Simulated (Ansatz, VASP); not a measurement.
**SiGe: VASP beside Ansatz**

```xyz
4
Lattice="3.9045 0.0000 0.0000 -1.9522 3.3814 0.0000 0.0000 0.0000 6.4508" Properties=species:S:1:pos:R:3 pbc="T T T"
Si    1.9522    1.1271    5.2669
Si    0.0000    2.2542    2.0415
Ge    1.9522    1.1271    3.2279
Ge    0.0000    2.2542    0.0025
```

Change from the starting cell: all Si atoms moved -0.375 Å, as atom 1 along Cartesian [0 0 1].

Alike in both runs: task single point; functional r2SCAN; k mesh 12 × 12 × 4; occupations gaussian, width 0.05 eV; no spin polarisation.

|  | VASP | Ansatz |
| --- | --- | --- |
| version | VASP 6.6.1 | Ansatz 0.2.0 |
| potentials or method | VASP PAW PBE potentials, release 64 (Si, Ge_d), cutoff 520 eV | scalar-relativistic, plane waves, PAW |
| valence electrons in the cell | 36 | 36 |

|  | VASP | Ansatz | Ansatz less VASP |
| --- | --- | --- | --- |
| gap on the k mesh at the Fermi level (eV) | none | none | - |
| pressure (GPa) | 6.2 | 6.3 | +0.10 |
| traceless stress, the component that is largest in VASP (GPa) | 24.07 | 24.13 | +0.059 |
| rms of the force components (eV/Å) | 4.290 | 4.299 | +0.0094 |

VASP's potentials were made for PBE, not for r2SCAN. Atom by atom the forces differ by 0.009 eV/Å (rms over components). A gap of «none» marks a metal or a gap that the smearing closes. With one functional, cell and mesh, what is left measures potentials, basis and numerics.
